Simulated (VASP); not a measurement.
# SnSe (Fm-3m) in VASP: notebook

Runs on SnSe. Level: PBE. Tasks: single point.

Program: VASP 6.6.1. These are calculated values, not measurements. Logs are shortened: lines on timing, memory, paths and dates and some standing lists are left out, and cuts for length are marked.

### 1 The cell of the first run

Symmetry: Fm-3m, No. 225, cubic system. Conventional cell: a = 6.062 Å, b = 6.062 Å, c = 6.062 Å, α = 90.00°, β = 90.00°, γ = 90.00°. Within 4.0 Å of Sn (site symmetry m-3m) lie 6 Se at 3.03 Å. Se (site symmetry m-3m) has 6 Sn at 3.03 Å within 4.0 Å.

### 2 Single point, PBE

Contents of INCAR:

```
SYSTEM = SnSe
PREC = Accurate
ENCUT = 520
EDIFF = 1E-6
ISMEAR = 0
SIGMA = 0.02
LREAL = .False.
LASPH = .True.
NELM = 80
ALGO = Normal
ISIF = 2
LWAVE = .False.
LCHARG = .False.
GGA = PE
NBANDS = 17
```

Contents of KPOINTS:

```
regular mesh
0
Gamma
  10 10 10
  0 0 0
```

Contents of POSCAR:

```
SnSe
1.0
    0.0000000000      3.0307985902      3.0307985902
    3.0307985902      0.0000000000      3.0307985902
    3.0307985902      3.0307985902      0.0000000000
Sn Se
1 1
Direct
    0.0000000000      0.0000000000      0.0000000000
    0.5000000000      0.5000000000      0.5000000000
```

Potentials or basis: VASP PAW PBE potentials, release 64 (Sn_d, Se).

Launch:

```console
$ cat potpaw_PBE.64/Sn_d/POTCAR potpaw_PBE.64/Se/POTCAR > POTCAR
$ mpirun -np 1 vasp_std > vasp.out
```

OUTCAR:

```text
SYSTEM = SnSe
   PREC = Accurate
   ENCUT = 520
   EDIFF = 1E-6
   ISMEAR = 0
   LREAL = .False.
   LASPH = .True.
   NELM = 80
   ISIF = 2
   GGA = PE

 ion  position               nearest neighbor table
   1  0.000  0.000  0.000-   2 3.03   2 3.03   2 3.03   2 3.03   2 3.03   2 3.03
   2  0.500  0.500  0.500-   1 3.03   1 3.03   1 3.03   1 3.03   1 3.03   1 3.03

  LATTYP: Found a face centered cubic cell.
 ALAT       =     6.0615971804

  Lattice vectors:

 A1 = (   0.0000000000,   3.0307985902,   3.0307985902)
 A2 = (   3.0307985902,   0.0000000000,   3.0307985902)
 A3 = (   3.0307985902,   3.0307985902,   0.0000000000)

Analysis of symmetry for initial positions (statically):
=====================================================================
 Subroutine PRICEL returns:
 Original cell was already a primitive cell.

 Routine SETGRP: Setting up the symmetry group for a
 face centered cubic supercell.

 Subroutine GETGRP returns: Found 48 space group operations
 (whereof 48 operations were pure point group operations)
 out of a pool of 48 trial point group operations.

The static configuration has the point symmetry O_h .

Analysis of symmetry for dynamics (positions and initial velocities):
=====================================================================
 Subroutine PRICEL returns:
 Original cell was already a primitive cell.

 Routine SETGRP: Setting up the symmetry group for a
 face centered cubic supercell.

 Subroutine GETGRP returns: Found 48 space group operations
 (whereof 48 operations were pure point group operations)
 out of a pool of 48 trial point group operations.

The dynamic configuration has the point symmetry O_h .

 Subroutine INISYM returns: Found 48 space group operations
 (whereof 48 operations are pure point group operations),
 and found     1 'primitive' translations

----------------------------------------------------------------------------------------

                                     Primitive cell

  volume of cell :      55.6803

  direct lattice vectors                    reciprocal lattice vectors
     0.000000000  3.030798590  3.030798590    -0.164973021  0.164973021  0.164973021
     3.030798590  0.000000000  3.030798590     0.164973021 -0.164973021  0.164973021
     3.030798590  3.030798590  0.000000000     0.164973021  0.164973021 -0.164973021

[... 73 lines left out ...]
 SYSTEM =  SnSe
   PREC   = accura    normal or accurate (medium, high low for compatibility)
   ISTART =      0    job   : 0-new  1-cont  2-samecut
   ICHARG =      2    charge: 1-file 2-atom 10-const
   ISPIN  =      1    spin polarized calculation?
   LNONCOLLINEAR =      F non collinear calculations
   LSORBIT =      F    spin-orbit coupling
   LASPH  =      T    aspherical Exc in radial PAW
   ENCUT  =  520.0 eV  38.22 Ry    6.18 a.u.   7.97  7.97  7.97*2*pi/ulx,y,z
   NELM   =     80;   NELMIN=  2; NELMDL= -5     # of ELM steps
   EDIFF  = 0.1E-05   stopping-criterion for ELM
   LREAL  =      F    real-space projection
   EDIFFG = 0.1E-04   stopping-criterion for IOM
   NSW    =      0    number of steps for IOM
   IBRION =     -1    ionic relax: 0-MD 1-quasi-New 2-CG
   NFREE  =      0    steps in history (QN), initial steepest desc. (CG)
   ISIF   =      2    stress and relaxation
   ISYM   =      2    0-nonsym 1-usesym 2-fastsym
   POTIM  = 0.5000    time-step for ionic-motion
   TEBEG  =    0.0;   TEEND  =   0.0 temperature during run
   PSTRESS=    0.0 pullay stress
   NELECT =      20.0000    total number of electrons
   NUPDOWN=      -1.0000    fix difference up-down
   EMIN   =  10.00;   EMAX   =-10.00  energy-range for DOS
   EFERMI =   0.00;   METHOD = LEGACY
   ISMEAR =     0;   SIGMA  =   0.02  broadening in eV -4-tet -1-fermi 0-gaus
   EFERMI_NEDOS =   21; number of points for ismear=-14 and -15
   IALGO  =     38    algorithm
   IMIX   =      4    mixing-type and parameters
     AMIX     =   0.40;   BMIX     =  1.00
     AMIX_MAG =   1.60;   BMIX_MAG =  1.00
  volume/ion in A,a.u.               =      27.84       187.87
  Fermi-wavevector in a.u.,A,eV,Ry     =   1.163727  2.199125 18.425831  1.354260
  Thomas-Fermi vector in A             =   2.300273
   LORBIT       =      0    0 simple, 1 ext, 2 COOP (PROOUT), +10 PAW based schemes
   GGA     = PE    functional components
   LHFCALC =     F    Hartree Fock is set to
   AEXX    =    0.0000 exact exchange contribution
   IVDW    =     0    specifies the selected vdW correction
   LEPSILON=     F    determine dielectric tensor
   LRPA    =     F    only Hartree local field effects (RPA)
 non-spin polarized calculation
 Gauss-broadening in eV      SIGMA  =   0.02
  energy-cutoff  :      520.00
  volume of cell :       55.68
 maximum number of plane-waves:      1524
   NGX = 15   NGY = 15   NGZ = 15

 number of electron      19.9999999 magnetization

 Free energy of the ion-electron system (eV)
  ---------------------------------------------------
  ext. energy  EPLUGINS =         0.00000000
  ---------------------------------------------------
  free energy    TOTEN  =        -8.21696322 eV

  energy without entropy =       -8.21696322  energy(sigma->0) =       -8.21696322

 E-fermi :   5.5552     XC(G=0):  -9.5035

 val. band max:        5.3738167660   @ k =   0.5000   0.0000   0.0000
 cond. band min:       5.8622175938   @ k =  -0.4000   0.1000   0.0000
 fundamental gap:      0.4884008278
 Fermi energy:         5.5551980094

 k-point     1 :       0.0000    0.0000    0.0000
  band No.  band energies     occupation
      1     -16.2494      2.00000
      2     -16.2494      2.00000
      3     -16.2494      2.00000
      4     -16.2463      2.00000
      5     -16.2463      2.00000
      6      -8.3626      2.00000
[... 457 lines left out ...]
      4     -16.2373      2.00000
      5     -16.2363      2.00000
      6      -7.4772      2.00000
[... 9 lines left out ...]
     16      15.9463      0.00000
     17      16.6514      0.00000

 [... further k-points ...]
[... 5 lines left out ...]
  --------------------------------------------------------------------------------------
  -------------------------------------------------------------------------------------
  Total       -0.0111453     -0.0111453     -0.0111453      0.0000000      0.0000000     -0.0000000
  in kB       -0.3207016     -0.3207016     -0.3207016      0.0000000      0.0000000     -0.0000000
  external PRESSURE =      -0.3207016 kB  Pullay stress =       0.0000000 kB

 VOLUME and BASIS-vectors are now :
 -----------------------------------------------------------------------------
  energy-cutoff  :      520.00
  volume of cell :       55.68
      direct lattice vectors                 reciprocal lattice vectors
     0.000000000  3.030798590  3.030798590    -0.164973021  0.164973021  0.164973021
     3.030798590  0.000000000  3.030798590     0.164973021 -0.164973021  0.164973021
     3.030798590  3.030798590  0.000000000     0.164973021  0.164973021 -0.164973021

 POSITION                                       TOTAL-FORCE (eV/Angst)
 -----------------------------------------------------------------------------------
      0.00000      0.00000      0.00000         0.000000      0.000000     -0.000000
      3.03080      3.03080      3.03080        -0.000000     -0.000000      0.000000
 -----------------------------------------------------------------------------------
    total drift:                                0.000000     -0.000000     -0.000000

  FREE ENERGIE OF THE ION-ELECTRON SYSTEM (eV)
  ---------------------------------------------------
  free  energy   TOTEN  =        -8.2169632171 eV

  energy  without entropy=       -8.2169632171  energy(sigma->0) =       -8.21696322
```

Wall time 51 s (1 thread of Intel Xeon 8259CL, shared host); peak memory 0.2 GiB.

Results:

```yaml
Free_energy: -8.2170 eV
Pressure: 0.0 GPa
Band_gap_on_the_k_mesh: 0.49 eV (least direct gap 0.49 eV)
```

Levels at points of the mesh, in eV from the valence-band top:
```
           k point  band 6  band 7  band 8  band 9  band 10  band 11  band 12  band 13  band 14  band 15
(0.00, 0.00, 0.00)  -13.74   -5.14   -2.14   -2.14    -2.14     4.23     4.23     4.23     5.88     5.88
(0.50, 0.00, 0.00)  -12.85   -7.96   -1.90   -1.90     0.00     0.49     1.25     1.25     8.19    10.02
(0.50, 0.50, 0.00)  -12.59   -6.02   -5.33   -3.55    -3.55     3.09     5.22     5.22     5.83    10.37
```

Caveat: spin-orbit coupling is left out, which moves the levels of the heavy elements. A k mesh can miss the band edges.

### 3 Single point, PBE

This run uses another cell than the first one, of 29.13 Å³/atom.

Contents of INCAR:

```
SYSTEM = SnSe
PREC = Accurate ; ENCUT = 520
EDIFF = 1E-6 ; ISMEAR = 0
SIGMA = 0.02 ; LREAL = .False.
LASPH = .True. ; NELM = 80
ALGO = Normal ; ISIF = 2
LWAVE = .False. ; LCHARG = .False.
GGA = PE ; NBANDS = 17
```

KPOINTS is that of step 2.

Contents of POSCAR:

```
SnSe
1.0
    0.0000000000      3.0769213847      3.0769213847
    3.0769213847      0.0000000000      3.0769213847
    3.0769213847      3.0769213847      0.0000000000
Sn Se
1 1
Direct
    0.0000000000      0.0000000000      0.0000000000
    0.5000000000      0.5000000000      0.5000000000
```

Potentials or basis: VASP PAW PBE potentials, release 64 (Sn_d, Se).

Launch:

```console
$ cat potpaw_PBE.64/Sn_d/POTCAR potpaw_PBE.64/Se/POTCAR > POTCAR
$ mpirun -np 1 vasp_std > vasp.out
```

It took 46 s on 1 thread of Intel Xeon 8259CL, shared host; peak memory 0.2 GiB.

The run converged. Its results:

```yaml
Free_energy: -8.2005 eV
Pressure: -2.0 GPa
Band_gap_on_the_k_mesh: 0.31 eV
```

Levels at points of the mesh, in eV from the valence-band top:
| k point | band 8 | band 9 | band 10 | band 11 | band 12 | band 13 |
| --- | --- | --- | --- | --- | --- | --- |
| (0.00, 0.00, 0.00) | -2.04 | -2.04 | -2.04 | 4.03 | 4.03 | 4.03 |
| (0.50, 0.00, 0.00) | -1.81 | -1.81 | 0.00 | 0.31 | 1.24 | 1.24 |
| (0.50, 0.50, 0.00) | -5.06 | -3.37 | -3.37 | 3.21 | 4.95 | 4.95 |

Caveat: spin-orbit coupling is left out, which moves the levels of the heavy elements. A k mesh can miss the band edges.
